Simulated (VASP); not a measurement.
# HfN (rocksalt type) (Fm-3m) in VASP: further runs

HfN (rocksalt type) is run at these levels: PBEsol; tasks: single point, relaxation of cell and atoms.

All numbers are computed with VASP 6.6.1; they aren't measurements. Logs are shortened: lines on timing, memory, paths and dates and some standing lists are left out, and cuts for length are marked.

**1. The cell of the first run**

Symmetry: Fm-3m, No. 225, cubic system. Conventional cell: a = 4.502 Å, b = 4.502 Å, c = 4.502 Å, α = 90.00°, β = 90.00°, γ = 90.00°. Within 3.0 Å of Hf (site symmetry m-3m) lie 6 N at 2.25 Å. Within 3.0 Å of N (site symmetry m-3m) lie 6 Hf at 2.25 Å.

**2. Single point, PBEsol**

Input file INCAR:

```
PREC = Accurate
ENCUT = 520
EDIFF = 1E-6
ISMEAR = -1
SIGMA = 0.08
LREAL = False
LASPH = True
NELM = 80
ALGO = Normal
ISIF = 2
LWAVE = False
LCHARG = True
GGA = PS
LELF = True
LVHAR = True
NBANDS = 14
```

Input file KPOINTS:

```
Automatic mesh
0
Gamma
  15 15 15
```

Input file POSCAR:

```
HfN
1.0
    0.0000000000      2.2507575181      2.2507575181
    2.2507575181      0.0000000000      2.2507575181
    2.2507575181      2.2507575181      0.0000000000
Hf N
1 1
Direct
    0.0000000000      0.0000000000      0.0000000000
    0.5000000000      0.5000000000      0.5000000000
```

Potentials or basis: VASP PAW PBE potentials, release 64 (Hf_pv, N).

Launch:

```bash
$ cat potpaw_PBE.64/Hf_pv/POTCAR potpaw_PBE.64/N/POTCAR > POTCAR
$ mpirun -np 1 vasp_std > vasp.out
```

OUTCAR:

```text
PREC = Accurate
   ENCUT = 520
   EDIFF = 1E-6
   ISMEAR = -1
   LREAL = False
   LASPH = True
   NELM = 80
   ISIF = 2
   GGA = PS

 ion  position               nearest neighbor table
   1  0.000  0.000  0.000-   2 2.25   2 2.25   2 2.25   2 2.25   2 2.25   2 2.25
   2  0.500  0.500  0.500-   1 2.25   1 2.25   1 2.25   1 2.25   1 2.25   1 2.25

  LATTYP: Found a face centered cubic cell.
 ALAT       =     4.5015150362

  Lattice vectors:

 A1 = (   0.0000000000,   2.2507575181,   2.2507575181)
 A2 = (   2.2507575181,   0.0000000000,   2.2507575181)
 A3 = (   2.2507575181,   2.2507575181,   0.0000000000)

Analysis of symmetry for initial positions (statically):
=====================================================================
 Subroutine PRICEL returns:
 Original cell was already a primitive cell.

 Routine SETGRP: Setting up the symmetry group for a
 face centered cubic supercell.

 Subroutine GETGRP returns: Found 48 space group operations
[... 9 lines left out ...]

 Routine SETGRP: Setting up the symmetry group for a
 face centered cubic supercell.

 Subroutine GETGRP returns: Found 48 space group operations
[... 11 lines left out ...]
                                     Primitive cell

  volume of cell :      22.8043

  direct lattice vectors                    reciprocal lattice vectors
     0.000000000  2.250757518  2.250757518    -0.222147431  0.222147431  0.222147431
     2.250757518  0.000000000  2.250757518     0.222147431 -0.222147431  0.222147431
     2.250757518  2.250757518  0.000000000     0.222147431  0.222147431 -0.222147431

  length of vectors
     3.183051808  3.183051808  3.183051808     0.384770637  0.384770637  0.384770637

  position of ions in fractional coordinates (direct lattice)
     0.000000000  0.000000000  0.000000000
     0.500000000  0.500000000  0.500000000

  ion indices of the primitive-cell ions
   primitive index   ion index
                 1           1
                 2           2

----------------------------------------------------------------------------------------

 KPOINTS: Automatic mesh

Automatic generation of k-mesh.
 Grid dimensions read from file:
 generate k-points for:   15   15   15

 Generating k-lattice:

  Cartesian coordinates                     Fractional coordinates (reciprocal lattice)
    -0.014809829  0.014809829  0.014809829     0.066666667  0.000000000  0.000000000
     0.014809829 -0.014809829  0.014809829     0.000000000  0.066666667  0.000000000
[... 65 lines left out ...]
   ISYM   =      2    0-nonsym 1-usesym 2-fastsym
   POTIM  = 0.5000    time-step for ionic-motion
   TEBEG  =    0.0;   TEEND  =   0.0 temperature during run
   PSTRESS=    0.0 pullay stress
   NELECT =      15.0000    total number of electrons
   NUPDOWN=      -1.0000    fix difference up-down
   EMIN   =  10.00;   EMAX   =-10.00  energy-range for DOS
   EFERMI =   0.00;   METHOD = LEGACY
   ISMEAR =    -1;   SIGMA  =   0.08  broadening in eV -4-tet -1-fermi 0-gaus
   EFERMI_NEDOS =   21; number of points for ismear=-14 and -15
   IALGO  =     38    algorithm
   IMIX   =      4    mixing-type and parameters
     AMIX     =   0.40;   BMIX     =  1.00
     AMIX_MAG =   1.60;   BMIX_MAG =  1.00
  volume/ion in A,a.u.               =      11.40        76.95
  Fermi-wavevector in a.u.,A,eV,Ry     =   1.423748  2.690494 27.579814  2.027059
  Thomas-Fermi vector in A             =   2.544313
   LORBIT       =      0    0 simple, 1 ext, 2 COOP (PROOUT), +10 PAW based schemes
   GGA     = PS    functional components
   LHFCALC =     F    Hartree Fock is set to
   AEXX    =    0.0000 exact exchange contribution
   IVDW    =     0    specifies the selected vdW correction
   LEPSILON=     F    determine dielectric tensor
   LRPA    =     F    only Hartree local field effects (RPA)
 non-spin polarized calculation
  energy-cutoff  :      520.00
  volume of cell :       22.80
 maximum number of plane-waves:       628
   NGX = 11   NGY = 11   NGZ = 11

 number of electron      15.0000001 magnetization

 Free energy of the ion-electron system (eV)
  ---------------------------------------------------
  ext. energy  EPLUGINS =         0.00000000
  ---------------------------------------------------
  free energy    TOTEN  =       -22.99871429 eV

  energy without entropy =      -22.98609044  energy(sigma->0) =      -22.99240237

 E-fermi :   8.2943     XC(G=0): -12.9514

 val. band max:        8.2756528641   @ k =   0.2667   0.0667   0.0000
 cond. band min:       8.3301919139   @ k =  -0.1333   0.0667   0.0000
 fundamental gap:      0.0545390498
 Fermi energy:         8.2942614993

 k-point     1 :       0.0000    0.0000    0.0000
  band No.  band energies     occupation
      1     -22.7199      2.00000
      2     -22.7199      2.00000
      3     -22.7199      2.00000
      4      -9.2084      2.00000
      5       5.2983      2.00000
      6       5.2983      2.00000
      7       5.2983      2.00000
      8       7.9192      1.98177
      9       7.9192      1.98177
     10       7.9192      1.98177
     11      10.2131      0.00000
     12      10.2670      0.00000
     13      10.2670      0.00000
     14      17.8613      0.00000
[... 377 lines left out ...]
      1     -23.0135      2.00000
      2     -22.8006      2.00000
      3     -22.7904      2.00000
      4      -8.4121      2.00000
      5       2.3526      2.00000
      6       4.3381      2.00000
      7       4.4675      2.00000
      8       6.9722      2.00000
      9       9.8819      0.00000
     10       9.9254      0.00000
     11      11.0760      0.00000
     12      11.1440      0.00000
     13      14.5123      0.00000
     14      20.6129      0.00000

 [... further k-points ...]

------------------------ aborting loop because EDIFF is reached ----------------------------------------

  FORCE on cell =-STRESS in cart. coord.  units (eV):
  Direction    XX          YY          ZZ          XY          YZ          ZX
  --------------------------------------------------------------------------------------
  -------------------------------------------------------------------------------------
  Total       -0.3044263     -0.3044263     -0.3044263      0.0000000     -0.0000000      0.0000000
  in kB      -21.3883181    -21.3883181    -21.3883181      0.0000000     -0.0000000      0.0000000
  external PRESSURE =     -21.3883181 kB  Pullay stress =       0.0000000 kB

 VOLUME and BASIS-vectors are now :
 -----------------------------------------------------------------------------
  energy-cutoff  :      520.00
  volume of cell :       22.80
      direct lattice vectors                 reciprocal lattice vectors
     0.000000000  2.250757518  2.250757518    -0.222147431  0.222147431  0.222147431
     2.250757518  0.000000000  2.250757518     0.222147431 -0.222147431  0.222147431
     2.250757518  2.250757518  0.000000000     0.222147431  0.222147431 -0.222147431

 POSITION                                       TOTAL-FORCE (eV/Angst)
 -----------------------------------------------------------------------------------
      0.00000      0.00000      0.00000        -0.000000     -0.000000     -0.000000
      2.25076      2.25076      2.25076         0.000000      0.000000      0.000000
 -----------------------------------------------------------------------------------
    total drift:                                0.000000     -0.000000     -0.000000

  FREE ENERGIE OF THE ION-ELECTRON SYSTEM (eV)
  ---------------------------------------------------
  free  energy   TOTEN  =       -22.9987142901 eV

  energy  without entropy=      -22.9860904423  energy(sigma->0) =      -22.99240237
```

It took 25 s on 1 thread of Intel Xeon Platinum 8259CL at 2.50GHz (Skylake/Cascade Lake), shared host; peak memory 0.17 GiB.

Results:

| Quantity | Value |
| --- | --- |
| Free energy | -22.9987 eV |
| Pressure | -2.1 GPa |

Caveat: the PAW data sets were made with another functional, which shifts forces and pressure a little; spin-orbit coupling is left out, which moves the levels of the heavy elements.

**3. Relaxation of cell and atoms, PBEsol**

This run uses another cell than the first one, of 10.00 Å³/atom, 0.877 times its volume.

Input file INCAR:

```
SYSTEM = HfN
PREC = Accurate
ENCUT = 600
EDIFF = 1E-6
ISMEAR = -1
SIGMA = 0.08
LREAL = .False.
LASPH = .True.
NELM = 100
ALGO = Normal
ISIF = 3
LWAVE = .False.
LCHARG = .False.
GGA = PS
IBRION = 2
NSW = 60
EDIFFG = -0.005
```

Input file KPOINTS:

```
Automatic mesh
0
Gamma
  15 15 15
  0 0 0
```

Input file POSCAR:

```
HfN
1.0
    0.0000000000      2.1544346900      2.1544346900
    2.1544346900      0.0000000000      2.1544346900
    2.1544346900      2.1544346900      0.0000000000
Hf N
1 1
Direct
    0.0000000000      0.0000000000      0.0000000000
    0.5000000000      0.5000000000      0.5000000000
```

Potentials or basis: VASP PAW PBE potentials, release 64 (Hf_pv, N).

Launch:

```bash
$ cat potpaw_PBE.64/Hf_pv/POTCAR potpaw_PBE.64/N/POTCAR > POTCAR
$ mpirun -np 1 vasp_std > vasp.out
```

Run time: 2 min. Hardware: 1 thread of Intel Xeon Platinum 8259CL at 2.50GHz (Skylake/Cascade Lake), shared host; peak memory 0.18 GiB.

The run converged. Its results:

```yaml
Free_energy: -22.9985 eV
Relaxed_volume: 11.32 Å³/atom
Relaxed_cell: a = 3.175 Å, b = 3.175 Å, c = 3.175 Å, α = 60.00°, β = 60.00°, γ = 60.00°
Space_group_after_relaxing_to_0.05_Å: Fm-3m (No. 225)
Energy_gained_by_relaxing: 173.5 meV/atom
Ionic_steps: 20
Pressure_after_relaxing: 0.0 GPa
```

The path:
```
step  energy change (eV)  largest force (eV/Å)  pressure (GPa)  volume (Å³)
   1              0.0000                0.0000           47.12        20.00
   2              0.9102                0.0000          -44.24        29.78
   3             -0.3439                0.0000           -3.42        22.91
   4             -0.3469                0.0000           -0.56        22.68
   5             -0.3469                0.0000            0.15        22.62
   6             -0.3469                0.0000            0.16        22.62
   7             -0.3469                0.0000            0.16        22.62
   8             -0.3469                0.0000            0.15        22.62
   9             -0.3469                0.0000            0.15        22.62
  10             -0.3469                0.0000            0.15        22.62
  11             -0.3469                0.0000            0.15        22.62
  12             -0.3469                0.0000            0.15        22.62
  13             -0.3469                0.0000            0.15        22.62
  14             -0.3469                0.0000            0.15        22.62
  15             -0.3469                0.0000            0.15        22.62
  16             -0.3469                0.0000            0.15        22.62
  17             -0.3469                0.0000            0.15        22.62
  18             -0.3469                0.0000            0.15        22.62
  19             -0.3469                0.0000            0.14        22.63
  20             -0.3469                0.0000            0.04        22.63
```

Final structure:
```
Hf N
1.0
     0.00000    2.24507    2.24507
     2.24507    0.00000    2.24507
     2.24507    2.24507    0.00000
Hf N
1 1
Direct
  0.00000 0.00000 0.00000
  0.50000 0.50000 0.50000
```

Levels at points of the mesh, in eV from the Fermi level:
| k point | band 5 | band 6 | band 7 | band 8 | band 9 | band 10 | band 11 |
| --- | --- | --- | --- | --- | --- | --- | --- |
| (0.00, 0.00, 0.00) | -3.00 | -3.00 | -3.00 | -0.38 | -0.38 | -0.38 | 1.99 |

Caveat: the PAW data sets were made with another functional, which shifts forces and pressure a little; spin-orbit coupling is left out, which moves the levels of the heavy elements.

[end of part 1 of 3]
